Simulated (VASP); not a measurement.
# In (I4/mmm) in VASP: settings compared, part 3 of 3

VASP 6.6.1. Earlier steps stand in the parts before.

### 5 Single point, PBEsol

This run uses another cell than the first one, of 26.14 Å³/atom, 1.020 times its volume.

File INCAR:

```
SYSTEM = In
ALGO = Normal
EDIFF = 1E-7
ENCUT = 520
GGA = PS
ISIF = 2
ISMEAR = -1
LASPH = .TRUE.
LCHARG = .FALSE.
LREAL = .FALSE.
LWAVE = .FALSE.
NBANDS = 12
NELM = 60
PREC = Accurate
SIGMA = 0.05
```

File KPOINTS:

```
k-points
0
G
  11 11 11
  0 0 0
```

File POSCAR:

```
In
1.0
   -1.6254700000      1.6254700000      2.4737000000
    1.6254700000     -1.6254700000      2.4737000000
    1.6254700000      1.6254700000     -2.4737000000
In
1
Direct
    0.0000000000      0.0000000000      0.0000000000
```

Potentials or basis: VASP PAW PBE potentials, release 64 (In_d).

Command:

```bash
cat potpaw_PBE.64/In_d/POTCAR > POTCAR
mpirun -np 1 vasp_std > vasp.out
```

OUTCAR:

```text
SYSTEM = In
   EDIFF = 1E-7
   ENCUT = 520
   GGA = PS
   ISIF = 2
   ISMEAR = -1
   LASPH = .TRUE.
   LREAL = .FALSE.
   NELM = 60
   PREC = Accurate

 ion  position               nearest neighbor table
   1  0.000  0.000  0.000-

  LATTYP: Found a body centered tetragonal cell.
 ALAT       =     3.2509400000
 C/A-ratio  =     1.5218367611

  Lattice vectors:

 A1 = (  -1.6254700000,   1.6254700000,   2.4737000000)
 A2 = (   1.6254700000,  -1.6254700000,   2.4737000000)
 A3 = (   1.6254700000,   1.6254700000,  -2.4737000000)

Analysis of symmetry for initial positions (statically):
=====================================================================
 Subroutine PRICEL returns:
 Original cell was already a primitive cell.

 Routine SETGRP: Setting up the symmetry group for a
 body centered tetragonal supercell.

 Subroutine GETGRP returns: Found 16 space group operations
 (whereof 16 operations were pure point group operations)
 out of a pool of 16 trial point group operations.

The static configuration has the point symmetry D_4h.

Analysis of symmetry for dynamics (positions and initial velocities):
=====================================================================
 Subroutine PRICEL returns:
 Original cell was already a primitive cell.

 Routine SETGRP: Setting up the symmetry group for a
 body centered tetragonal supercell.

 Subroutine GETGRP returns: Found 16 space group operations
 (whereof 16 operations were pure point group operations)
 out of a pool of 16 trial point group operations.

The dynamic configuration has the point symmetry D_4h.

 Subroutine INISYM returns: Found 16 space group operations
 (whereof 16 operations are pure point group operations),
 and found     1 'primitive' translations

----------------------------------------------------------------------------------------

                                     Primitive cell

  volume of cell :      26.1436

[... 108 lines left out ...]
  Fermi-wavevector in a.u.,A,eV,Ry     =   1.296983  2.450943 22.887245  1.682165
  Thomas-Fermi vector in A             =   2.428405
   LORBIT       =      0    0 simple, 1 ext, 2 COOP (PROOUT), +10 PAW based schemes
   GGA     = PS    functional components
   LHFCALC =     F    Hartree Fock is set to
   AEXX    =    0.0000 exact exchange contribution
   IVDW    =     0    specifies the selected vdW correction
   LEPSILON=     F    determine dielectric tensor
   LRPA    =     F    only Hartree local field effects (RPA)
 non-spin polarized calculation
  energy-cutoff  :      520.00
  volume of cell :       26.14
 maximum number of plane-waves:       718
 NGX is ok and might be reduce to    28
   NGX = 13   NGY = 13   NGZ = 13

 number of electron      13.0000006 magnetization

 Free energy of the ion-electron system (eV)
  ---------------------------------------------------
  ext. energy  EPLUGINS =         0.00000000
  ---------------------------------------------------
  free energy    TOTEN  =        -2.98244611 eV

  energy without entropy =       -2.97851122  energy(sigma->0) =       -2.98047866

 E-fermi :   7.3810     XC(G=0): -10.4084

 val. band max:        7.3657789629   @ k =   0.3636   0.2727   0.1818
 cond. band min:       7.4092167489   @ k =  -0.4545  -0.4545   0.1818
 fundamental gap:      0.0434377860
 Fermi energy:         7.3809826353

 k-point     1 :       0.0000    0.0000    0.0000
  band No.  band energies     occupation
      1      -7.2533      2.00000
      2      -7.1454      2.00000
      3      -7.1454      2.00000
      4      -7.0628      2.00000
      5      -6.9588      2.00000
      6      -2.2068      2.00000
      7      17.8845      0.00000
      8      17.8845      0.00000
      9      18.0567      0.00000
     10      18.9506      0.00000
     11      21.3300      0.00000
     12      21.4518      0.00000
[... 331 lines left out ...]
 k-point    24 :      -0.1818    0.1818    0.0000
  band No.  band energies     occupation
      1      -7.2165      2.00000
      2      -7.1196      2.00000
      3      -7.0704      2.00000
      4      -7.0650      2.00000
      5      -6.9806      2.00000
      6      -1.1856      2.00000
      7      14.5168      0.00000
      8      14.7666      0.00000
      9      15.4354      0.00000
     10      16.7020      0.00000
     11      18.8714      0.00000
     12      23.8334      0.00000

 [... further k-points ...]
[... 5 lines left out ...]
  --------------------------------------------------------------------------------------
  -------------------------------------------------------------------------------------
  Total       -0.1351488     -0.1351488     -0.2048124      0.0000000      0.0000000      0.0000000
  in kB       -8.2824332     -8.2824332    -12.5516790      0.0000000      0.0000000      0.0000000
  external PRESSURE =      -9.7055151 kB  Pullay stress =       0.0000000 kB

 VOLUME and BASIS-vectors are now :
 -----------------------------------------------------------------------------
  energy-cutoff  :      520.00
  volume of cell :       26.14
      direct lattice vectors                 reciprocal lattice vectors
    -1.625470000  1.625470000  2.473700000     0.000000000  0.307603339  0.202126369
     1.625470000 -1.625470000  2.473700000     0.307603339  0.000000000  0.202126369
     1.625470000  1.625470000 -2.473700000     0.307603339  0.307603339  0.000000000

 POSITION                                       TOTAL-FORCE (eV/Angst)
 -----------------------------------------------------------------------------------
      0.00000      0.00000      0.00000        -0.000000     -0.000000      0.000000
 -----------------------------------------------------------------------------------
    total drift:                               -0.000000     -0.000000     -0.000000

  FREE ENERGIE OF THE ION-ELECTRON SYSTEM (eV)
  ---------------------------------------------------
  free  energy   TOTEN  =        -2.9824461053 eV

  energy  without entropy=       -2.9785112227  energy(sigma->0) =       -2.98047866
```

stdout:

```text
POSCAR found type information on POSCAR In
 POSCAR found :  1 types and       1 ions
 scaLAPACK will be used
 -----------------------------------------------------------------------------
|                                                                             |
|                                                                             |
|     You enforced a specific xc type in the INCAR file but a different       |
|     I HOPE YOU KNOW WHAT YOU ARE DOING!                                     |
|                                                                             |
 -----------------------------------------------------------------------------

 LDA part: xc-table for (Slater+PW92), standard interpolation
 POSCAR, INCAR and KPOINTS ok, starting setup
 FFT: planning ... GRIDC
 FFT: planning ... GRID_SOFT
 FFT: planning ... GRID
 WAVECAR not read
 entering main loop
```

Wall time 16 s (1 thread of Intel Xeon 6975P-C (Granite Rapids), shared host); peak memory 0.17 GiB.

What came out:

| Property | Result |
| --- | --- |
| Free energy | -2.9824 eV |
| Pressure | -1.0 GPa |

Stress tensor (GPa, compression positive):
```
-0.83  0.00  0.00
 0.00 -0.83  0.00
 0.00  0.00 -1.26
```

Levels at points of the mesh, in eV from the Fermi level:
```
           k point  band 2  band 3  band 4  band 5  band 6  band 7  band 8  band 9  band 10  band 11
(0.00, 0.00, 0.00)  -14.53  -14.53  -14.44  -14.34   -9.59   10.50   10.50   10.68    11.57    13.95
```

Caveat: the PAW data sets were made with another functional, which shifts forces and pressure a little; spin-orbit coupling is left out, which moves the levels of the heavy elements.

### 6 Summary

```csv
level,potentials or basis,cell,gap on the mesh (eV),pressure (GPa)
LDA,"VASP PAW LDA potentials, release 64 (In_d)","a = 3.354 Å, angles 122.5, 122.5, 85.8°, 1 atom",none,-1.8
LDA,"VASP PAW LDA potentials, release 64 (In_d)","a = 3.399 Å, angles 122.5, 122.5, 85.8°, 1 atom",none,-3.2
LDA,"VASP PAW LDA potentials, release 64 (In_d)","a = 3.443 Å, angles 122.5, 122.5, 85.8°, 1 atom",none,-4.3
PBEsol,"VASP PAW PBE potentials, release 64 (In_d)","a = 3.377 Å, angles 122.5, 122.5, 85.8°, 1 atom",none,-1.0
```

Alike in all rows: task single point; no spin polarisation; k mesh 11 × 11 × 11; cutoff (eV) 520; smearing fermi-dirac 0.05 eV.

Caveats: spin-orbit coupling is left out, which moves the levels of the heavy elements; the PAW data sets were made with another functional, which shifts forces and pressure a little (some runs).

Absolute energies hang on the potentials; compare differences alone.
